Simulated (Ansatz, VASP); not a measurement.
Ge in VASP and in Ansatz

```
CELL_PARAMETERS angstrom
3.75911 0.00000 0.00000
-1.87956 3.25549 0.00000
0.00000 0.00000 2.32439
ATOMIC_POSITIONS crystal
Ge 0.00000 0.00000 0.00000
Ge 0.33333 0.66667 0.50000
Ge 0.66667 0.33333 0.50000
```

Alike in both runs: task relaxation of cell and atoms; functional r2SCAN; k mesh 6 × 6 × 8; occupations gaussian, width 0.1 eV; no spin polarisation.

```csv
,VASP,Ansatz
version,VASP 6.6.1,Ansatz 0.2.0
potentials or method,"VASP PAW PBE potentials, release 64 (Ge_d), cutoff 600 eV","scalar-relativistic, plane waves, PAW"
valence electrons in the cell,42,42
```

VASP gave:

```
gap on the k mesh at the Fermi level, each at its own relaxed structure (eV) : none
relaxed volume (Å³/atom)                                                     : 18.66
relaxed length of the cell vector where the two differ most in proportion (Å)              : 2.820
```

Question: Which values does Ansatz return?

Answer: gap on the k mesh at the Fermi level, each at its own relaxed structure (eV): none; relaxed volume (Å³/atom): 18.76; relaxed length of the cell vector where the two differ most in proportion (Å): 2.826.

VASP's potentials were made for PBE, not for r2SCAN. A gap of «none» marks a metal or a gap that the smearing closes.

Noted on VASP's run: the volume moved by over 15 % at a fixed basis, so the end points are rough.
